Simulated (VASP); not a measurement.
Here is a VASP 6.6.1 calculation.

Contents of INCAR:

```
SYSTEM = BAs
PREC = Accurate
ENCUT = 520
EDIFF = 1E-8
ISMEAR = -1
SIGMA = 0.05
LREAL = .FALSE.
LASPH = .TRUE.
NELM = 80
ALGO = Normal
ISIF = 2
LWAVE = .FALSE.
LCHARG = .FALSE.
GGA = CA
LEFG = .TRUE.
NBANDS = 11
```

The input KPOINTS:

```
Automatic mesh
0
G
  13 13 13
  0 0 0
```

POSCAR

```
BAs
1.0
    0.0000000000      2.4199312360      2.4199312360
    2.4199312360      0.0000000000      2.4199312360
    2.4199312360      2.4199312360      0.0000000000
B As
1 1
Direct
    0.0000000000      0.0000000000      0.0000000000
    0.7500000000      0.7500000000      0.7500000000
```

Potentials or basis: VASP PAW LDA potentials, release 64 (B, As).

Command:

```console
$ cat potpaw_LDA.64/B/POTCAR potpaw_LDA.64/As/POTCAR > POTCAR
$ mpirun -np 1 vasp_std > vasp.out
```

Q: Predict the pressure.

A: -7.9 GPa.

Q: What does it give for the band gap on the k mesh?

A: 1.16 eV (least direct gap 3.20 eV).

Caveat: the cell stands under tension; an odd mesh through Γ misses points on the zone boundary, where band edges can lie.
